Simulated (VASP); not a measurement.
# CdTe (zincblende type) (F-43m) in VASP: notebook

CdTe (zincblende type) is run at these levels: LDA; tasks: single point.

All numbers are computed with VASP 6.6.1; they aren't measurements. Logs are shortened: lines on timing, memory, paths and dates and some standing lists are left out, and cuts for length are marked.

**1. The cell of the first run**

Symmetry: F-43m, No. 216, cubic system. Conventional cell: a = 5.522 Å, b = 5.522 Å, c = 5.522 Å, α = 90.00°, β = 90.00°, γ = 90.00°. Within 3.2 Å of Cd (site symmetry -43m) lie 4 Te at 2.39 Å. Te (site symmetry -43m) has 4 Cd at 2.39 Å within 3.2 Å.

**2. Single point, LDA (21.04 Å³/atom)**

Input file INCAR:

```
SYSTEM = CdTe
PREC = Accurate
ENCUT = 520
EDIFF = 1E-7
ISMEAR = -1
SIGMA = 0.05
LREAL = .FALSE.
LASPH = .TRUE.
NELM = 60
ALGO = Normal
ISIF = 2
LWAVE = .FALSE.
LCHARG = .FALSE.
GGA = CA
NBANDS = 16
```

Input file KPOINTS:

```
regular mesh
0
G
  12 12 12
  0 0 0
```

Input file POSCAR:

```
CdTe
1.0
    0.0000000000      2.7608638794      2.7608638794
    2.7608638794      0.0000000000      2.7608638794
    2.7608638794      2.7608638794      0.0000000000
Cd Te
1 1
Direct
    0.0000000000      0.0000000000      0.0000000000
    0.2500000000      0.2500000000      0.2500000000
```

Potentials or basis: VASP PAW LDA potentials, release 64 (Cd, Te).

Run with:

```sh
> cat potpaw_LDA.64/Cd/POTCAR potpaw_LDA.64/Te/POTCAR > POTCAR
> mpirun -np 1 vasp_std > vasp.out
```

OUTCAR:

```text
SYSTEM = CdTe
   PREC = Accurate
   ENCUT = 520
   EDIFF = 1E-7
   ISMEAR = -1
   LREAL = .FALSE.
   LASPH = .TRUE.
   NELM = 60
   ISIF = 2
   GGA = CA

 ion  position               nearest neighbor table
   1  0.000  0.000  0.000-   2 2.39   2 2.39   2 2.39   2 2.39
   2  0.250  0.250  0.250-   1 2.39   1 2.39   1 2.39   1 2.39

  LATTYP: Found a face centered cubic cell.
 ALAT       =     5.5217277588

  Lattice vectors:

 A1 = (   0.0000000000,   2.7608638794,   2.7608638794)
 A2 = (   2.7608638794,   0.0000000000,   2.7608638794)
 A3 = (   2.7608638794,   2.7608638794,   0.0000000000)

Analysis of symmetry for initial positions (statically):
=====================================================================
 Subroutine PRICEL returns:
 Original cell was already a primitive cell.

 Routine SETGRP: Setting up the symmetry group for a
 face centered cubic supercell.

 Subroutine GETGRP returns: Found 24 space group operations
 (whereof 24 operations were pure point group operations)
 out of a pool of 48 trial point group operations.

The static configuration has the point symmetry T_d .

Analysis of symmetry for dynamics (positions and initial velocities):
=====================================================================
 Subroutine PRICEL returns:
 Original cell was already a primitive cell.

 Routine SETGRP: Setting up the symmetry group for a
 face centered cubic supercell.

 Subroutine GETGRP returns: Found 24 space group operations
 (whereof 24 operations were pure point group operations)
 out of a pool of 48 trial point group operations.

The dynamic configuration has the point symmetry T_d .

 Subroutine INISYM returns: Found 24 space group operations
 (whereof 24 operations are pure point group operations),
 and found     1 'primitive' translations

----------------------------------------------------------------------------------------

                                     Primitive cell

  volume of cell :      42.0886

  direct lattice vectors                    reciprocal lattice vectors
     0.000000000  2.760863879  2.760863879    -0.181102735  0.181102735  0.181102735
     2.760863879  0.000000000  2.760863879     0.181102735 -0.181102735  0.181102735
     2.760863879  2.760863879  0.000000000     0.181102735  0.181102735 -0.181102735

  length of vectors
     3.904451142  3.904451142  3.904451142     0.313679139  0.313679139  0.313679139

  position of ions in fractional coordinates (direct lattice)
     0.000000000  0.000000000  0.000000000
     0.250000000  0.250000000  0.250000000

  ion indices of the primitive-cell ions
   primitive index   ion index
                 1           1
                 2           2

----------------------------------------------------------------------------------------

 KPOINTS: regular mesh

Automatic generation of k-mesh.
 Grid dimensions read from file:
 generate k-points for:   12   12   12

 Generating k-lattice:

  Cartesian coordinates                     Fractional coordinates (reciprocal lattice)
    -0.015091895  0.015091895  0.015091895     0.083333333  0.000000000  0.000000000
     0.015091895 -0.015091895  0.015091895     0.000000000  0.083333333  0.000000000
     0.015091895  0.015091895 -0.015091895     0.000000000  0.000000000  0.083333333

  Length of vectors
     0.026139928  0.026139928  0.026139928

  Shift w.r.t. Gamma in fractional coordinates (k-lattice)
     0.000000000  0.000000000  0.000000000

 Subroutine IBZKPT returns following result:
 ===========================================

 Found     72 irreducible k-points:

 Following reciprocal coordinates:
            Coordinates               Weight
  0.000000  0.000000  0.000000      1.000000
  0.083333  0.000000  0.000000      8.000000
  0.166667  0.000000  0.000000      8.000000
  0.250000  0.000000  0.000000      8.000000
  0.333333  0.000000  0.000000      8.000000
  0.416667  0.000000  0.000000      8.000000
[... 16 lines left out ...]
  0.500000  0.166667  0.000000     24.000000
 -0.416667  0.166667  0.000000     24.000000
 [... further k-points ...]
   k-points           NKPTS =     72   k-points in BZ     NKDIM =     72   number of bands    NBANDS=     16
   number of dos      NEDOS =    301   number of ions     NIONS =      2
   total plane-waves  NPLWV =  27000
   dimension x,y,z NGX =    30 NGY =   30 NGZ =   30
   dimension x,y,z NGXF=    60 NGYF=   60 NGZF=   60
   ions per type =               1   1
   NGX,Y,Z   is equivalent  to a cutoff of  12.77, 12.77, 12.77 a.u.
   NGXF,Y,Z  is equivalent  to a cutoff of  25.55, 25.55, 25.55 a.u.
 SYSTEM =  CdTe
   PREC   = accura    normal or accurate (medium, high low for compatibility)
   ISTART =      0    job   : 0-new  1-cont  2-samecut
   ICHARG =      2    charge: 1-file 2-atom 10-const
   ISPIN  =      1    spin polarized calculation?
   LNONCOLLINEAR =      F non collinear calculations
   LSORBIT =      F    spin-orbit coupling
   LASPH  =      T    aspherical Exc in radial PAW
   ENCUT  =  520.0 eV  38.22 Ry    6.18 a.u.   7.26  7.26  7.26*2*pi/ulx,y,z
   NELM   =     60;   NELMIN=  2; NELMDL= -5     # of ELM steps
   EDIFF  = 0.1E-06   stopping-criterion for ELM
   LREAL  =      F    real-space projection
   EDIFFG = 0.1E-05   stopping-criterion for IOM
   NSW    =      0    number of steps for IOM
   IBRION =     -1    ionic relax: 0-MD 1-quasi-New 2-CG
   NFREE  =      0    steps in history (QN), initial steepest desc. (CG)
   ISIF   =      2    stress and relaxation
   ISYM   =      2    0-nonsym 1-usesym 2-fastsym
   POTIM  = 0.5000    time-step for ionic-motion
   TEBEG  =    0.0;   TEEND  =   0.0 temperature during run
   PSTRESS=    0.0 pullay stress
   NELECT =      18.0000    total number of electrons
   NUPDOWN=      -1.0000    fix difference up-down
   EMIN   =  10.00;   EMAX   =-10.00  energy-range for DOS
   EFERMI =   0.00;   METHOD = LEGACY
   ISMEAR =    -1;   SIGMA  =   0.05  broadening in eV -4-tet -1-fermi 0-gaus
   EFERMI_NEDOS =   21; number of points for ismear=-14 and -15
   IALGO  =     38    algorithm
   IMIX   =      4    mixing-type and parameters
     AMIX     =   0.40;   BMIX     =  1.00
     AMIX_MAG =   1.60;   BMIX_MAG =  1.00
  volume/ion in A,a.u.               =      21.04       142.01
  Fermi-wavevector in a.u.,A,eV,Ry     =   1.233419  2.330824 20.698852  1.521323
  Thomas-Fermi vector in A             =   2.368150
   LORBIT       =      0    0 simple, 1 ext, 2 COOP (PROOUT), +10 PAW based schemes
   GGA     = CA    functional components
   LHFCALC =     F    Hartree Fock is set to
   AEXX    =    0.0000 exact exchange contribution
   IVDW    =     0    specifies the selected vdW correction
   LEPSILON=     F    determine dielectric tensor
   LRPA    =     F    only Hartree local field effects (RPA)
 non-spin polarized calculation
  energy-cutoff  :      520.00
  volume of cell :       42.09
 maximum number of plane-waves:      1158
 NGX is ok and might be reduce to    30
   NGX = 15   NGY = 15   NGZ = 15

 number of electron      18.0000005 magnetization

 Free energy of the ion-electron system (eV)
  ---------------------------------------------------
  ext. energy  EPLUGINS =         0.00000000
  ---------------------------------------------------
  free energy    TOTEN  =        -3.05044561 eV

  energy without entropy =       -3.05044531  energy(sigma->0) =       -3.05044546

 E-fermi :   8.7600     XC(G=0): -11.1846

 val. band max:        8.2766506495   @ k =   0.0000   0.0000   0.0000
 cond. band min:       9.2653200900   @ k =   0.5000   0.5000   0.0000
 fundamental gap:      0.9886694405
 Fermi energy:         8.7599752629

 k-point     1 :       0.0000    0.0000    0.0000
  band No.  band energies     occupation
      1      -7.1557      2.00000
      2      -3.2201      2.00000
      3      -3.2201      2.00000
      4      -3.2201      2.00000
      5      -2.4256      2.00000
      6      -2.4256      2.00000
[... 8 lines left out ...]
     15      17.6867      0.00000
     16      17.6867      0.00000

 k-point     2 :       0.0833    0.0000    0.0000
  band No.  band energies     occupation
      1      -7.0902      2.00000
      2      -3.2040      2.00000
      3      -3.2040      2.00000
      4      -3.2022      2.00000
      5      -2.4292      2.00000
      6      -2.4292      2.00000
[... 8 lines left out ...]
     15      16.9656      0.00000
     16      16.9656      0.00000

 k-point     3 :       0.1667    0.0000    0.0000
  band No.  band energies     occupation
      1      -6.9082      2.00000
      2      -3.1616      2.00000
      3      -3.1616      2.00000
      4      -3.1290      2.00000
      5      -2.4361      2.00000
      6      -2.4361      2.00000
[... 8 lines left out ...]
     15      16.4225      0.00000
     16      16.4225      0.00000

 k-point     4 :       0.2500    0.0000    0.0000
  band No.  band energies     occupation
      1      -6.6552      2.00000
      2      -3.1092      2.00000
      3      -3.1092      2.00000
      4      -2.9455      2.00000
      5      -2.4375      2.00000
      6      -2.4375      2.00000
[... 8 lines left out ...]
     15      16.5161      0.00000
     16      16.5161      0.00000
[... 324 lines left out ...]
 k-point    22 :       0.4167    0.1667    0.0000
  band No.  band energies     occupation
      1      -6.2068      2.00000
      2      -3.0357      2.00000
      3      -2.9539      2.00000
      4      -2.6462      2.00000
      5      -2.3880      2.00000
      6      -2.1065      2.00000
[... 8 lines left out ...]
     15      19.2525      0.00000
     16      19.3411      0.00000

 k-point    23 :       0.5000    0.1667    0.0000
  band No.  band energies     occupation
      1      -6.0896      2.00000
      2      -3.0199      2.00000
      3      -2.9432      2.00000
      4      -2.5361      2.00000
      5      -2.3969      2.00000
      6      -1.5618      2.00000
[... 8 lines left out ...]
     15      19.4185      0.00000
     16      19.5764      0.00000

 k-point    24 :      -0.4167    0.1667    0.0000
  band No.  band energies     occupation
      1      -6.0754      2.00000
      2      -3.0140      2.00000
      3      -2.9532      2.00000
      4      -2.4858      2.00000
      5      -2.4236      2.00000
      6      -1.4128      2.00000
[... 8 lines left out ...]
     15      18.1153      0.00000
     16      18.6606      0.00000

 [... further k-points ...]

------------------------ aborting loop because EDIFF is reached ----------------------------------------

  FORCE on cell =-STRESS in cart. coord.  units (eV):
  Direction    XX          YY          ZZ          XY          YZ          ZX
  --------------------------------------------------------------------------------------
  -------------------------------------------------------------------------------------
  Total       16.1684355     16.1684355     16.1684355      0.0000000     -0.0000000     -0.0000000
  in kB      615.4795116    615.4795116    615.4795116      0.0000000     -0.0000000     -0.0000000
  external PRESSURE =     615.4795116 kB  Pullay stress =       0.0000000 kB

 VOLUME and BASIS-vectors are now :
 -----------------------------------------------------------------------------
  energy-cutoff  :      520.00
  volume of cell :       42.09
      direct lattice vectors                 reciprocal lattice vectors
     0.000000000  2.760863879  2.760863879    -0.181102735  0.181102735  0.181102735
     2.760863879  0.000000000  2.760863879     0.181102735 -0.181102735  0.181102735
     2.760863879  2.760863879  0.000000000     0.181102735  0.181102735 -0.181102735

 POSITION                                       TOTAL-FORCE (eV/Angst)
 -----------------------------------------------------------------------------------
      0.00000      0.00000      0.00000         0.000000      0.000000      0.000000
      1.38043      1.38043      1.38043        -0.000000     -0.000000     -0.000000
 -----------------------------------------------------------------------------------
    total drift:                                0.000000      0.000000     -0.000000

  FREE ENERGIE OF THE ION-ELECTRON SYSTEM (eV)
  ---------------------------------------------------
  free  energy   TOTEN  =        -3.0504456144 eV

  energy  without entropy=       -3.0504453061  energy(sigma->0) =       -3.05044546
```

It took 73 s on 1 thread of Intel Xeon 8259CL, shared host; peak memory 0.19 GiB.

What came out:

```
Free energy            : -3.0504 eV
Pressure               : 61.5 GPa
Band gap on the k mesh : 0.99 eV (least direct gap 1.98 eV)
```

Levels at points of the mesh, in eV from the valence-band top:
```tsv
k point	band 6	band 7	band 8	band 9	band 10	band 11	band 12	band 13
(0.00, 0.00, 0.00)	-10.70	0.00	0.00	0.00	1.98	3.68	3.68	3.68
(0.50, 0.00, 0.00)	-9.79	-8.36	-1.87	-1.87	1.95	4.45	4.45	6.06
(0.50, 0.50, 0.00)	-9.44	-7.41	-4.30	-4.30	0.99	1.63	11.14	11.32
```

Caveat: the cell stands under pressure; spin-orbit coupling is left out, which moves the levels of the heavy elements. A k mesh can miss the band edges.

**3. Single point, LDA (23.67 Å³/atom)**

This run uses another cell than the first one, of 23.67 Å³/atom.

Input file INCAR:

```
ALGO = Normal
EDIFF = 1E-6
ENCUT = 520
GGA = CA
ISIF = 2
ISMEAR = -1
LASPH = True
LCHARG = False
LREAL = False
LWAVE = False
NBANDS = 16
NELM = 80
PREC = Accurate
SIGMA = 0.05
```

Input file KPOINTS:

```
k-points
0
Gamma
  12 12 12
```

Input file POSCAR:

```
CdTe
1.0
    0.0000000000      2.8714141466      2.8714141466
    2.8714141466      0.0000000000      2.8714141466
    2.8714141466      2.8714141466      0.0000000000
Cd Te
1 1
Direct
    0.0000000000      0.0000000000      0.0000000000
    0.2500000000      0.2500000000      0.2500000000
```

Potentials or basis: VASP PAW LDA potentials, release 64 (Cd, Te).

Run with:

```sh
> cat potpaw_LDA.64/Cd/POTCAR potpaw_LDA.64/Te/POTCAR > POTCAR
> mpirun -np 1 vasp_std > vasp.out
```

It took 65 s on 1 thread of Intel Xeon 8259CL, shared host; peak memory 0.19 GiB.

Results (log left out):

| Item | Value |
| --- | --- |
| Free energy | -4.5858 eV |
| Pressure | 34.4 GPa |
| Band gap on the k mesh | 1.42 eV (least direct gap 1.68 eV) |

Levels at points of the mesh, in eV from the valence-band top:
```
           k point  band 7  band 8  band 9  band 10  band 11  band 12
(0.00, 0.00, 0.00)    0.00    0.00    0.00     1.68     3.98     3.98
(0.50, 0.00, 0.00)   -7.19   -1.53   -1.53     1.93     4.71     4.71
(0.50, 0.50, 0.00)   -6.53   -3.55   -3.55     1.42     2.02    10.80
```

Caveat: the cell stands under pressure; spin-orbit coupling is left out, which moves the levels of the heavy elements.

**4. Single point, LDA (26.31 Å³/atom)**

This run uses another cell than the first one, of 26.31 Å³/atom.

Input file INCAR:

```
SYSTEM = CdTe
ALGO = Normal
EDIFF = 1E-6
ENCUT = 520
GGA = CA
ISIF = 2
ISMEAR = -1
LASPH = .TRUE.
LCHARG = .FALSE.
LREAL = .FALSE.
LWAVE = .FALSE.
NBANDS = 16
NELM = 60
PREC = Accurate
SIGMA = 0.05
```

Input file KPOINTS:

```
k-points
0
G
  12 12 12
  0 0 0
```

Input file POSCAR:

```
CdTe
1.0
    0.0000000000      2.9740504581      2.9740504581
    2.9740504581      0.0000000000      2.9740504581
    2.9740504581      2.9740504581      0.0000000000
Cd Te
1 1
Direct
    0.0000000000      0.0000000000      0.0000000000
    0.2500000000      0.2500000000      0.2500000000
```

Run with:

```sh
> cat potpaw_LDA.64/Cd/POTCAR potpaw_LDA.64/Te/POTCAR > POTCAR
> mpirun -np 1 vasp_std > vasp.out
```

Run time: 58 s. Hardware: 1 thread of Intel Xeon 8259CL, shared host; peak memory 0.2 GiB.

It converged, with:

* Free energy: -5.4293 eV
* Pressure: 18.3 GPa
* Band gap on the k mesh: 1.37 eV

Levels at points of the mesh, in eV from the valence-band top:
```csv
k point,band 7,band 8,band 9,band 10,band 11,band 12
"(0.00, 0.00, 0.00)",0.00,0.00,0.00,1.37,4.20,4.20
"(0.50, 0.00, 0.00)",-6.27,-1.27,-1.27,1.87,4.88,4.88
"(0.50, 0.50, 0.00)",-5.82,-2.97,-2.97,1.77,2.27,10.26
```

Caveat: the cell stands under pressure; spin-orbit coupling is left out, which moves the levels of the heavy elements. A k mesh can miss the band edges.

**5. Overview**

| cell | gap on the mesh (eV) | pressure (GPa) |
| --- | --- | --- |
| a = 3.904 Å, angles 60.0°, 2 atoms | 0.99 | 61.5 |
| a = 4.061 Å, angles 60.0°, 2 atoms | 1.42 | 34.4 |
| a = 4.206 Å, angles 60.0°, 2 atoms | 1.37 | 18.3 |

Alike in all rows: task single point; level LDA; potentials or basis VASP PAW LDA potentials, release 64 (Cd, Te); no spin polarisation; k mesh 12 × 12 × 12; cutoff (eV) 520; smearing fermi-dirac 0.05 eV.

Caveats: the cell stands under pressure; spin-orbit coupling is left out, which moves the levels of the heavy elements.

Absolute energies hang on the potentials; compare differences alone.
